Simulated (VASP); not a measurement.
Here is a VASP 6.6.1 calculation.

The input INCAR:

```
SYSTEM = MoS2
  ALGO = Normal
  EDIFF = 1E-6
  ENCUT = 520
  GGA = PS
  ISIF = 2
  ISMEAR = 0
  LASPH = .TRUE.
  LCHARG = .FALSE.
  LREAL = .FALSE.
  LWAVE = .FALSE.
  NBANDS = 20
  NELM = 60
  PREC = Accurate
  SIGMA = 0.15
```

The input KPOINTS:

```
k-points
0
G
  18 18 8
  0 0 0
```

POSCAR

```
MoS2
1.0
    3.1411847469      0.0000000000      0.0000000000
   -1.5705923735      2.7203457888      0.0000000000
    0.0000000000      0.0000000000      6.1247114470
Mo S
1 2
Direct
    0.0000000000      0.0000000000      0.5000000000
    0.3333333333      0.6666666667      0.2247352191
    0.6666666667      0.3333333333      0.7426101813
```

Potentials or basis: VASP PAW PBE potentials, release 64 (Mo_sv, S).

Launch:

```console
$ cat potpaw_PBE.64/Mo_sv/POTCAR potpaw_PBE.64/S/POTCAR > POTCAR
$ mpirun -np 1 vasp_std > vasp.out
```

Question: Estimate the largest force.

Answer: 2.225 eV/Å.

Question: Predict the pressure.

Answer: 0.9 GPa.

Question: Estimate the band gap on the k mesh.

Answer: Zero (band 13 reaches 8.65 eV, above the bottom of band 14 at 7.80 eV).

Stress tensor (GPa, compression positive):
```
0.91 0.00 0.00
0.00 0.91 0.00
0.00 0.00 0.73
```

Caveat: the cell differs from its parent crystal (all S atoms moved -0.100 Å, as atom 2 along Cartesian [0 0 1]); the PAW data sets were made with another functional, which shifts forces and pressure a little; this functional lacks dispersion, which binds the layers, so the pressure and a relaxed spacing across them are unreliable.
